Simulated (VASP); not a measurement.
Input of a VASP 6.6.1 run:

File POSCAR:

```
Os
1.0
    2.7393806551      0.0000000000      0.0000000000
   -1.3696903275      2.3723732379      0.0000000000
    0.0000000000      0.0000000000      4.3138178725
Os
2
Direct
    0.3333333333      0.6666666667      0.2500000000
    0.6666666667      0.3333333333      0.7500000000
```

File INCAR.step1:

```
SYSTEM = Os
PREC     = Accurate       ! precision mode
ENCUT    = 520            ! plane-wave cutoff, eV
ISMEAR   = -1             ! smearing method
SIGMA    = 0.1            ! smearing width, eV
LREAL    = .False.        ! projectors in reciprocal space
LASPH    = .True.         ! aspherical terms in the spheres
NELM     = 80             ! most SCF steps
NBANDS   = 15             ! bands
GGA      = PE             ! functional
ALGO     = Normal         ! electronic algorithm
EDIFF    = 1E-4           ! SCF threshold, eV
LWAVE    = .True.         ! write WAVECAR
LCHARG   = .False.        ! write CHGCAR
```

File INCAR.step2:

```
SYSTEM = Os
PREC     = Accurate       ! precision mode
ENCUT    = 520            ! plane-wave cutoff, eV
EDIFF    = 1E-7           ! SCF threshold, eV
ISMEAR   = -1             ! smearing method
SIGMA    = 0.1            ! smearing width, eV
LREAL    = .False.        ! projectors in reciprocal space
LASPH    = .True.         ! aspherical terms in the spheres
NELM     = 80             ! most SCF steps
ALGO     = Normal         ! electronic algorithm
ISIF     = 2              ! what is computed and relaxed
LWAVE    = .False.        ! write WAVECAR
LCHARG   = .False.        ! write CHGCAR
METAGGA  = R2SCAN         ! meta-GGA
LMIXTAU  = .True.       
NBANDS   = 15             ! bands
ISTART   = 1
```

Contents of KPOINTS:

```
Automatic mesh
0
Gamma
  14 14 8
  0 0 0
```

Potentials or basis: VASP PAW PBE potentials, release 64 (Os).

The run is started by

```console
$ cat potpaw_PBE.64/Os/POTCAR > POTCAR
$ cp INCAR.step1 INCAR
$ mpirun -np 1 vasp_std > vasp.out
$ cp INCAR.step2 INCAR
$ mpirun -np 1 vasp_std > vasp.out
```

**Question.** Predict the pressure.

**Answer.** 1.1 GPa.

**Question.** What does it give for the band gap on the k mesh?

**Answer.** Zero (band 8 reaches 11.30 eV, above the bottom of band 9 at 7.41 eV).

Stress tensor (GPa, compression positive):
```
0.94 0.00 0.00
0.00 0.94 0.00
0.00 0.00 1.42
```

Caveat: the PAW data sets were made with another functional, which shifts forces and pressure a little; spin-orbit coupling is left out, which moves the levels of the heavy elements.
